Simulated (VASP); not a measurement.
# CsCdCl3: single point with LDA

CsCdCl3:

```xyz
5
Lattice="5.0605 0.0000 0.0000 0.0000 5.0605 0.0000 0.0000 0.0000 5.0605" Properties=species:S:1:pos:R:3 pbc="T T T"
Cs    0.0000    0.0000    0.0000
Cd    2.5303    2.5303    2.5303
Cl    0.0000    2.5303    2.5303
Cl    2.5303    0.0000    2.5303
Cl    2.5303    2.5303    0.0000
```

| Item | Value |
| --- | --- |
| Program | VASP 6.6.1 |
| Task | single point |
| Functional | LDA |
| Potentials or basis | VASP PAW LDA potentials, release 64 (Cs_sv, Cd, Cl) |
| Cutoff | 520 eV |
| k mesh | 6 × 6 × 6 |
| Occupations | gaussian, width 0.02 eV |
| Spin | no spin polarisation |

```json
{
  "Pressure": "1.8 GPa",
  "Band gap on the k mesh": "1.66 eV (least direct gap 2.48 eV)"
}
```

Levels at points of the mesh, in eV from the valence-band top:
```csv
k point,band 17,band 18,band 19,band 20,band 21,band 22,band 23,band 24,band 25,band 26
"(0.00, 0.00, 0.00)",-1.25,-1.25,-0.81,-0.81,-0.81,1.66,5.55,5.57,5.57,6.92
"(0.50, 0.00, 0.00)",-1.53,-1.19,-1.19,-1.17,-1.17,4.63,6.91,7.08,7.52,8.00
"(0.50, 0.50, 0.00)",-1.47,-1.36,-1.36,-0.54,-0.01,6.58,7.12,7.12,7.57,7.96
"(0.50, 0.50, 0.50)",-0.51,-0.51,-0.51,0.00,0.00,5.56,5.56,5.56,7.21,8.45
```

It took 82 s on 1 thread of Intel Xeon 8259CL, on a shared host, peak memory 0.24 GiB.

Caveat: spin-orbit coupling is left out, which moves the levels of the heavy elements. A k mesh can miss the band edges.
